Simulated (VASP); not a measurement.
# CaS (Oldhamite) (Fm-3m) in VASP: notebook

CaS (Oldhamite) is run at these levels: r2SCAN; tasks: single point.

Program: VASP 6.6.1. These are calculated values, not measurements. Logs are shortened: lines on timing, memory, paths and dates and some standing lists are left out, and cuts for length are marked.

## (1) The cell of the first run

It takes space group Fm-3m (No. 225, cubic). Conventional cell: a = 5.490 Å, b = 5.490 Å, c = 5.490 Å, α = 90.00°, β = 90.00°, γ = 90.00°. Within 3.6 Å of Ca (site symmetry m-3m) lie 6 S at 2.74 Å. Within 3.6 Å of S (site symmetry m-3m) lie 6 Ca at 2.74 Å.

## (2) Single point, r2SCAN

Contents of POSCAR:

```
CaS
1.0
    0.0000000000      2.7448863204      2.7448863204
    2.7448863204      0.0000000000      2.7448863204
    2.7448863204      2.7448863204      0.0000000000
Ca S
1 1
Direct
    0.0000000000      0.0000000000      0.0000000000
    0.5000000000      0.5000000000      0.5000000000
```

Contents of INCAR.step1:

```
PREC = Accurate
ENCUT = 550
ISMEAR = 0
SIGMA = 0.01
LREAL = False
LASPH = True
NELM = 120
NBANDS = 15
GGA = PE
ALGO = Normal
EDIFF = 1E-5
LWAVE = True
LCHARG = False
GGA_COMPAT = False
```

Contents of INCAR.step2:

```
PREC = Accurate
ENCUT = 550
EDIFF = 1E-6
ISMEAR = 0
SIGMA = 0.01
LREAL = False
LASPH = True
NELM = 120
ALGO = Normal
ISIF = 2
LWAVE = False
LCHARG = False
METAGGA = R2SCAN
LMIXTAU = True
NBANDS = 15
ISTART = 1
GGA_COMPAT = False
```

Contents of KPOINTS:

```
Automatic mesh
0
Gamma
  5 5 5
```

Potentials or basis: VASP PAW PBE potentials, release 64 (Ca_sv, S).

The run is started by

```
cat potpaw_PBE.64/Ca_sv/POTCAR potpaw_PBE.64/S/POTCAR > POTCAR
cp INCAR.step1 INCAR
mpirun -np 1 vasp_std > vasp.out
cp INCAR.step2 INCAR
mpirun -np 1 vasp_std > vasp.out
```

OUTCAR:

```text
PREC = Accurate
   ENCUT = 550
   EDIFF = 1E-6
   ISMEAR = 0
   LREAL = False
   LASPH = True
   NELM = 120
   ISIF = 2
   METAGGA = R2SCAN
   ISTART = 1

 ion  position               nearest neighbor table
   1  0.000  0.000  0.000-   2 2.74   2 2.74   2 2.74   2 2.74   2 2.74   2 2.74
   2  0.500  0.500  0.500-   1 2.74   1 2.74   1 2.74   1 2.74   1 2.74   1 2.74

  LATTYP: Found a face centered cubic cell.
 ALAT       =     5.4897726408

  Lattice vectors:

 A1 = (   0.0000000000,   2.7448863204,   2.7448863204)
 A2 = (   2.7448863204,   0.0000000000,   2.7448863204)
 A3 = (   2.7448863204,   2.7448863204,   0.0000000000)

Analysis of symmetry for initial positions (statically):
=====================================================================
 Subroutine PRICEL returns:
 Original cell was already a primitive cell.

 Routine SETGRP: Setting up the symmetry group for a
 face centered cubic supercell.

 Subroutine GETGRP returns: Found 48 space group operations
 (whereof 48 operations were pure point group operations)
 out of a pool of 48 trial point group operations.

The static configuration has the point symmetry O_h .

Analysis of symmetry for dynamics (positions and initial velocities):
=====================================================================
 Subroutine PRICEL returns:
 Original cell was already a primitive cell.

 Routine SETGRP: Setting up the symmetry group for a
 face centered cubic supercell.

 Subroutine GETGRP returns: Found 48 space group operations
 (whereof 48 operations were pure point group operations)
 out of a pool of 48 trial point group operations.

The dynamic configuration has the point symmetry O_h .

 Subroutine INISYM returns: Found 48 space group operations
 (whereof 48 operations are pure point group operations),
 and found     1 'primitive' translations

----------------------------------------------------------------------------------------

                                     Primitive cell

  volume of cell :      41.3621

  direct lattice vectors                    reciprocal lattice vectors
     0.000000000  2.744886320  2.744886320    -0.182156906  0.182156906  0.182156906
     2.744886320  0.000000000  2.744886320     0.182156906 -0.182156906  0.182156906
     2.744886320  2.744886320  0.000000000     0.182156906  0.182156906 -0.182156906

  length of vectors
     3.881855461  3.881855461  3.881855461     0.315505016  0.315505016  0.315505016

  position of ions in fractional coordinates (direct lattice)
     0.000000000  0.000000000  0.000000000
     0.500000000  0.500000000  0.500000000

  ion indices of the primitive-cell ions
   primitive index   ion index
                 1           1
                 2           2

----------------------------------------------------------------------------------------

 KPOINTS: Automatic mesh

Automatic generation of k-mesh.
 Grid dimensions read from file:
 generate k-points for:    5    5    5

 Generating k-lattice:

  Cartesian coordinates                     Fractional coordinates (reciprocal lattice)
    -0.036431381  0.036431381  0.036431381     0.200000000  0.000000000  0.000000000
     0.036431381 -0.036431381  0.036431381     0.000000000  0.200000000  0.000000000
     0.036431381  0.036431381 -0.036431381     0.000000000  0.000000000  0.200000000

  Length of vectors
     0.063101003  0.063101003  0.063101003

  Shift w.r.t. Gamma in fractional coordinates (k-lattice)
     0.000000000  0.000000000  0.000000000

 Subroutine IBZKPT returns following result:
 ===========================================

 Found     10 irreducible k-points:

 Following reciprocal coordinates:
            Coordinates               Weight
  0.000000  0.000000  0.000000      1.000000
  0.200000  0.000000  0.000000      8.000000
  0.400000  0.000000  0.000000      8.000000
  0.200000  0.200000  0.000000      6.000000
  0.400000  0.200000  0.000000     24.000000
 -0.400000  0.200000  0.000000     24.000000
 -0.200000  0.200000  0.000000     12.000000
  0.400000  0.400000  0.000000      6.000000
 -0.400000  0.400000  0.000000     12.000000
 -0.400000  0.400000  0.200000     24.000000
   k-points           NKPTS =     10   k-points in BZ     NKDIM =     10   number of bands    NBANDS=     15
   number of dos      NEDOS =    301   number of ions     NIONS =      2
   total plane-waves  NPLWV =  27000
   dimension x,y,z NGX =    30 NGY =   30 NGZ =   30
   dimension x,y,z NGXF=    60 NGYF=   60 NGZF=   60
   ions per type =               1   1
   NGX,Y,Z   is equivalent  to a cutoff of  12.85, 12.85, 12.85 a.u.
   NGXF,Y,Z  is equivalent  to a cutoff of  25.70, 25.70, 25.70 a.u.
 SYSTEM =  unknown system
   PREC   = accura    normal or accurate (medium, high low for compatibility)
   ISTART =      1    job   : 0-new  1-cont  2-samecut
   ICHARG =      0    charge: 1-file 2-atom 10-const
   ISPIN  =      1    spin polarized calculation?
   LNONCOLLINEAR =      F non collinear calculations
   LSORBIT =      F    spin-orbit coupling
   LASPH  =      T    aspherical Exc in radial PAW
   ENCUT  =  550.0 eV  40.42 Ry    6.36 a.u.   7.42  7.42  7.42*2*pi/ulx,y,z
   NELM   =    120;   NELMIN=  2; NELMDL=  0     # of ELM steps
   EDIFF  = 0.1E-05   stopping-criterion for ELM
   LREAL  =      F    real-space projection
   EDIFFG = 0.1E-04   stopping-criterion for IOM
   NSW    =      0    number of steps for IOM
   IBRION =     -1    ionic relax: 0-MD 1-quasi-New 2-CG
   NFREE  =      0    steps in history (QN), initial steepest desc. (CG)
   ISIF   =      2    stress and relaxation
   ISYM   =      2    0-nonsym 1-usesym 2-fastsym
   POTIM  = 0.5000    time-step for ionic-motion
   TEBEG  =    0.0;   TEEND  =   0.0 temperature during run
   PSTRESS=    0.0 pullay stress
   NELECT =      16.0000    total number of electrons
   NUPDOWN=      -1.0000    fix difference up-down
   EMIN   =  10.00;   EMAX   =-10.00  energy-range for DOS
   EFERMI =   0.00;   METHOD = LEGACY
   ISMEAR =     0;   SIGMA  =   0.01  broadening in eV -4-tet -1-fermi 0-gaus
   EFERMI_NEDOS =   21; number of points for ismear=-14 and -15
   IALGO  =     38    algorithm
   IMIX   =      4    mixing-type and parameters
     AMIX     =   0.40;   BMIX     =  1.00
     AMIX_MAG =   1.60;   BMIX_MAG =  1.00
  volume/ion in A,a.u.               =      20.68       139.56
  Fermi-wavevector in a.u.,A,eV,Ry     =   1.192835  2.254132 19.359130  1.422856
  Thomas-Fermi vector in A             =   2.328864
   LORBIT       =      0    0 simple, 1 ext, 2 COOP (PROOUT), +10 PAW based schemes
   METAGGA = R2SCAN    functional components
   LHFCALC =     F    Hartree Fock is set to
   AEXX    =    0.0000 exact exchange contribution
   IVDW    =     0    specifies the selected vdW correction
   LEPSILON=     F    determine dielectric tensor
   LRPA    =     F    only Hartree local field effects (RPA)
 non-spin polarized calculation
 Gauss-broadening in eV      SIGMA  =   0.01
  energy-cutoff  :      550.00
  volume of cell :       41.36
 maximum number of plane-waves:      1243
 NGX is ok and might be reduce to    30
   NGX = 15   NGY = 15   NGZ = 15

 number of electron      16.0000001 magnetization

 Free energy of the ion-electron system (eV)
  ---------------------------------------------------
  ext. energy  EPLUGINS =         0.00000000
  ---------------------------------------------------
  free energy    TOTEN  =       -19.80967902 eV

  energy without entropy =      -19.80967902  energy(sigma->0) =      -19.80967902

 E-fermi :   3.4425     XC(G=0): -10.2981

 val. band max:        3.3282245122   @ k =   0.0000   0.0000   0.0000
 cond. band min:       5.9771019106   @ k =   0.4000   0.4000   0.0000
 fundamental gap:      2.6488773984
 Fermi energy:         3.4424830846

 k-point     1 :       0.0000    0.0000    0.0000
  band No.  band energies     occupation
      1     -37.0261      2.00000
      2     -17.1411      2.00000
      3     -17.1411      2.00000
      4     -17.1411      2.00000
      5      -8.8650      2.00000
      6       3.3282      2.00000
      7       3.3282      2.00000
      8       3.3282      2.00000
      9       7.9365      0.00000
     10       7.9365      0.00000
     11       7.9365      0.00000
     12       8.6684      0.00000
     13       8.6684      0.00000
     14       9.0363      0.00000
     15      15.1976      0.00000

 k-point     2 :       0.2000    0.0000    0.0000
  band No.  band energies     occupation
      1     -37.0191      2.00000
      2     -17.2427      2.00000
      3     -17.1475      2.00000
      4     -17.1475      2.00000
      5      -8.5129      2.00000
      6       1.8307      2.00000
      7       2.7251      2.00000
      8       2.7251      2.00000
      9       8.1145      0.00000
     10       8.5900      0.00000
     11       8.5900      0.00000
     12       9.8676      0.00000
     13       9.8676      0.00000
     14      10.6242      0.00000
     15      15.3246      0.00000

 k-point     3 :       0.4000    0.0000    0.0000
  band No.  band energies     occupation
      1     -37.0077      2.00000
      2     -17.3985      2.00000
      3     -17.1576      2.00000
      4     -17.1576      2.00000
      5      -7.8768      2.00000
      6       0.0786      2.00000
      7       2.0186      2.00000
      8       2.0186      2.00000
      9       8.8908      0.00000
     10      10.0604      0.00000
     11      10.0604      0.00000
     12      10.9498      0.00000
     13      12.1062      0.00000
     14      12.1062      0.00000
     15      14.0883      0.00000

 k-point     4 :       0.2000    0.2000    0.0000
  band No.  band energies     occupation
      1     -37.0168      2.00000
      2     -17.2307      2.00000
      3     -17.1675      2.00000
      4     -17.1675      2.00000
      5      -8.4638      2.00000
      6       1.4940      2.00000
      7       2.8575      2.00000
      8       2.8575      2.00000
      9       7.0203      0.00000
     10       8.9883      0.00000
     11       9.4461      0.00000
     12       9.4800      0.00000
     13       9.4800      0.00000
     14      12.2356      0.00000
     15      16.1346      0.00000

 k-point     5 :       0.4000    0.2000    0.0000
  band No.  band energies     occupation
      1     -37.0070      2.00000
      2     -17.3345      2.00000
      3     -17.1886      2.00000
      4     -17.1820      2.00000
      5      -8.0520      2.00000
      6       0.6282      2.00000
      7       1.9988      2.00000
      8       2.3277      2.00000
      9       7.3865      0.00000
     10      10.0539      0.00000
     11      10.4583      0.00000
     12      10.7361      0.00000
     13      10.9059      0.00000
     14      12.9615      0.00000
     15      13.5810      0.00000

 k-point     6 :      -0.4000    0.2000    0.0000
  band No.  band energies     occupation
      1     -37.0032      2.00000
      2     -17.3744      2.00000
      3     -17.2176      2.00000
      4     -17.1711      2.00000
      5      -7.8293      2.00000
      6       0.2736      2.00000
      7       1.6085      2.00000
      8       1.9578      2.00000
      9       9.0605      0.00000
     10       9.7880      0.00000
     11      10.2590      0.00000
     12      11.1200      0.00000
     13      11.9930      0.00000
     14      12.2476      0.00000
     15      14.1161      0.00000

 k-point     7 :      -0.2000    0.2000    0.0000
  band No.  band energies     occupation
      1     -37.0107      2.00000
      2     -17.3133      2.00000
      3     -17.1988      2.00000
      4     -17.1497      2.00000
      5      -8.1315      2.00000
      6       0.8330      2.00000
      7       2.1628      2.00000
      8       2.1990      2.00000
      9       8.6503      0.00000
     10       9.0080      0.00000
     11       9.5641      0.00000
     12      10.2612      0.00000
     13      11.4583      0.00000
     14      12.0643      0.00000
     15      14.8796      0.00000

 k-point     8 :       0.4000    0.4000    0.0000
  band No.  band energies     occupation
      1     -37.0021      2.00000
      2     -17.3250      2.00000
      3     -17.2104      2.00000
      4     -17.2104      2.00000
      5      -8.1162      2.00000
      6       0.7339      2.00000
      7       2.4672      2.00000
      8       2.4672      2.00000
      9       5.9771      0.00000
     10       9.5736      0.00000
     11      10.6720      0.00000
     12      11.1106      0.00000
     13      11.1106      0.00000
     14      11.7488      0.00000
     15      15.3516      0.00000

 k-point     9 :      -0.4000    0.4000    0.0000
  band No.  band energies     occupation
      1     -36.9997      2.00000
      2     -17.3133      2.00000
      3     -17.2655      2.00000
      4     -17.2037      2.00000
      5      -7.9862      2.00000
      6       0.9525      2.00000
      7       1.5145      2.00000
      8       2.2133      2.00000
      9       6.9327      0.00000
     10      10.4874      0.00000
     11      10.8215      0.00000
     12      10.8905      0.00000
     13      10.9464      0.00000
     14      11.9220      0.00000
     15      14.6489      0.00000

 k-point    10 :      -0.4000    0.4000    0.2000
  band No.  band energies     occupation
      1     -37.0011      2.00000
      2     -17.3197      2.00000
      3     -17.2497      2.00000
      4     -17.2064      2.00000
      5      -7.9262      2.00000
      6       0.7992      2.00000
      7       1.6283      2.00000
      8       1.8201      2.00000
      9       8.0401      0.00000
     10       9.7386      0.00000
     11      10.2576      0.00000
     12      11.0287      0.00000
     13      11.4236      0.00000
     14      13.1494      0.00000
     15      14.1234      0.00000

------------------------ aborting loop because EDIFF is reached ----------------------------------------

  FORCE on cell =-STRESS in cart. coord.  units (eV):
  Direction    XX          YY          ZZ          XY          YZ          ZX
  --------------------------------------------------------------------------------------
  -------------------------------------------------------------------------------------
  Total        2.3291765      2.3291765      2.3291765      0.0000000      0.0000000     -0.0000000
  in kB       90.2214689     90.2214689     90.2214689      0.0000000      0.0000000     -0.0000000
  external PRESSURE =      90.2214689 kB  Pullay stress =       0.0000000 kB

 VOLUME and BASIS-vectors are now :
 -----------------------------------------------------------------------------
  energy-cutoff  :      550.00
  volume of cell :       41.36
      direct lattice vectors                 reciprocal lattice vectors
     0.000000000  2.744886320  2.744886320    -0.182156906  0.182156906  0.182156906
     2.744886320  0.000000000  2.744886320     0.182156906 -0.182156906  0.182156906
     2.744886320  2.744886320  0.000000000     0.182156906  0.182156906 -0.182156906

 POSITION                                       TOTAL-FORCE (eV/Angst)
 -----------------------------------------------------------------------------------
      0.00000      0.00000      0.00000         0.000000     -0.000000     -0.000000
      2.74489      2.74489      2.74489         0.000000      0.000000      0.000000
 -----------------------------------------------------------------------------------
    total drift:                               -0.000000      0.000000      0.000000

  FREE ENERGIE OF THE ION-ELECTRON SYSTEM (eV)
  ---------------------------------------------------
  free  energy   TOTEN  =       -19.8096790168 eV

  energy  without entropy=      -19.8096790168  energy(sigma->0) =      -19.80967902
```

It took 38 s on 1 thread of AMD EPYC 7R13 (Zen 3), shared host; peak memory 0.14 GiB.

Results:

```yaml
Free_energy: -19.8097 eV
Pressure: 9.0 GPa
Band_gap_on_the_k_mesh: 2.65 eV, indirect (least direct gap 3.51 eV)
```

Caveat: the PAW data sets were made with another functional, which shifts forces and pressure a little.

## (3) Single point, r2SCAN

This run uses another cell than the first one, of 21.26 Å³/atom, 1.028 times its volume.

Contents of POSCAR:

```
CaS
1.0
    0.0000000000      2.7700701705      2.7700701705
    2.7700701705      0.0000000000      2.7700701705
    2.7700701705      2.7700701705      0.0000000000
Ca S
1 1
Direct
    0.0000000000      0.0000000000      0.0000000000
    0.5000000000      0.5000000000      0.5000000000
```

INCAR.step1 is that of step 2.

INCAR.step2 is that of step 2.

KPOINTS is that of step 2.

Potentials or basis: VASP PAW PBE potentials, release 64 (Ca_sv, S).

The run is started by

```
cat potpaw_PBE.64/Ca_sv/POTCAR potpaw_PBE.64/S/POTCAR > POTCAR
cp INCAR.step1 INCAR
mpirun -np 1 vasp_std > vasp.out
cp INCAR.step2 INCAR
mpirun -np 1 vasp_std > vasp.out
```

Run time: 42 s. Hardware: 1 thread of AMD EPYC 7R13 (Zen 3), shared host; peak memory 0.14 GiB.

Results (log left out):

- Free energy: -19.8655 eV
- Pressure: 6.5 GPa
- Band gap on the k mesh: 2.73 eV, indirect (least direct gap 3.57 eV)

Levels at points of the mesh, in eV from the valence-band top:
| k point | band 6 | band 7 | band 8 | band 9 | band 10 | band 11 |
| --- | --- | --- | --- | --- | --- | --- |
| (0.00, 0.00, 0.00) | 0.00 | 0.00 | 0.00 | 4.63 | 4.63 | 4.63 |

Caveat: the PAW data sets were made with another functional, which shifts forces and pressure a little. A k mesh can miss the band edges.
